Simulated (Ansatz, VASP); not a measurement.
## Two plane-wave programs on AlGa3N4

POSCAR

```
AlGa3N4
1.0
    5.2930878080      0.0000000000      0.0000177042
    0.0000000000      3.2583167355      0.0000000000
   -0.0038052100      0.0000000000      5.6413044152
Al Ga N
1 3 4
Direct
    0.0005828853      0.5000000000      0.6672982354
    0.4991712869      0.5000000000      0.3350606988
    0.4992511917      0.0000000000      0.8314570704
    0.9998609984      0.0000000000      0.1661913851
    0.1194130440      0.5000000000      0.3406010344
    0.1173310426      0.0000000000      0.8259310373
    0.6202395499      0.0000000000      0.1661937141
    0.6317500112      0.5000000000      0.6672678245
```

File INCAR.step1:

```
PREC = Accurate
ENCUT = 520
ISMEAR = 0
SIGMA = 0.05
LREAL = F
LASPH = T
NELM = 60
NBANDS = 41
GGA = PE
ALGO = Normal
EDIFF = 1E-4
LWAVE = T
LCHARG = F
```

The input INCAR.step2:

```
PREC = Accurate
ENCUT = 520
EDIFF = 1E-6
ISMEAR = 0
SIGMA = 0.05
LREAL = F
LASPH = T
NELM = 60
ALGO = Normal
ISIF = 2
LWAVE = F
LCHARG = F
METAGGA = R2SCAN
LMIXTAU = T
NBANDS = 41
ISTART = 1
```

File KPOINTS:

```
regular mesh
0
Gamma
  6 8 4
```

Input for Ansatz:

```yaml
crystal:
  lattice:
    - [5.293087808, 0.0, 1.77042e-05]
    - [0.0, 3.2583167355, 0.0]
    - [-0.00380521, 0.0, 5.6413044152]
  atoms:
    - { symbol: Al, position: [0.0005828853, 0.5, 0.6672982354] }
    - { symbol: Ga, position: [0.4991712869, 0.5, 0.3350606988] }
    - { symbol: Ga, position: [0.4992511917, 0.0, 0.8314570704] }
    - { symbol: Ga, position: [0.9998609984, 0.0, 0.1661913851] }
    - { symbol: "N", position: [0.119413044, 0.5, 0.3406010344] }
    - { symbol: "N", position: [0.1173310426, 0.0, 0.8259310373] }
    - { symbol: "N", position: [0.6202395499, 0.0, 0.1661937141] }
    - { symbol: "N", position: [0.6317500112, 0.5, 0.6672678245] }
basis:
  ecutwfc: 500
kpoints:
  mp_grid: { grid: [6, 8, 4] }
hamiltonian:
  xc: r2scan
scf:
  occupations: { method: gaussian, width: 0.05 }
output:
  forces: true
  stress: true
  eigenvalues: true
```

Change from the starting cell: strain +0.030 along x and y, +0.030 along z, atoms carried along.

Alike in both runs: task single point; functional r2SCAN; k mesh 6 × 8 × 4; occupations gaussian, width 0.05 eV; no spin polarisation.

|  | VASP | Ansatz |
| --- | --- | --- |
| version | VASP 6.6.1 | Ansatz 0.2.0 |
| potentials or method | VASP PAW PBE potentials, release 64 (Al, Ga_d, N), cutoff 520 eV | scalar-relativistic, plane waves, PAW |
| valence electrons in the cell | 62 | 62 |

|  | VASP | Ansatz | Ansatz less VASP |
| --- | --- | --- | --- |
| gap on the k mesh at the Fermi level (eV) | 2.25 | 2.24 | -0.001 |
| least direct gap on the mesh (eV) | 2.25 | 2.24 | -0.001 |
| pressure (GPa) | -14.3 | -14.8 | -0.51 |
| traceless stress, the component that is largest in VASP (GPa) | 0.12 | 0.17 | +0.051 |
| rms of the force components (eV/Å) | 0.032 | 0.018 | -0.0146 |

VASP's potentials were made for PBE, not for r2SCAN. Atom by atom the forces differ by 0.026 eV/Å (rms over components).
